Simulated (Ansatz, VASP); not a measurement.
## Sb2Pt in VASP and in Ansatz

```
Sb Pt
1.0
    -2.78057    2.78057    4.53314
     2.78057   -2.78057    4.53314
     2.78057    2.78057   -4.53314
Sb Pt
4 2
Direct
  0.79952 0.79952 0.00000
  0.20048 0.20048 0.00000
  0.95048 0.45048 0.50000
  0.54952 0.04952 0.50000
  0.50000 0.50000 0.00000
  0.25000 0.75000 0.50000
```

Alike in both runs: functional PBE; k mesh 10 × 10 × 10; occupations gaussian, width 0.1 eV; no spin polarisation.

Ansatz relaxed the structure, and its values are those at the end. VASP's run is a single point on that final structure, the one shown.

|  | VASP | Ansatz |
| --- | --- | --- |
| version | VASP 6.6.1 | Ansatz 0.2.0 |
| potentials or method | VASP PAW PBE potentials, release 64 (Sb, Pt), cutoff 520 eV | scalar-relativistic, plane waves, PAW |
| valence electrons in the cell | 40 | 96 |

|  | VASP | Ansatz | Ansatz less VASP |
| --- | --- | --- | --- |
| gap on the k mesh at the Fermi level (eV) | none | none | - |
| pressure (GPa) | -0.2 | 0.0 | +0.24 |
| rms of the force components (eV/Å) | 0.008 | 0.000 | -0.0076 |

A gap of «none» marks a metal or a gap that the smearing closes. VASP's potentials hold 40 valence electrons a cell and Ansatz's 96, so a difference there can come from the potentials and not from the codes.

Spin-orbit coupling is off throughout.
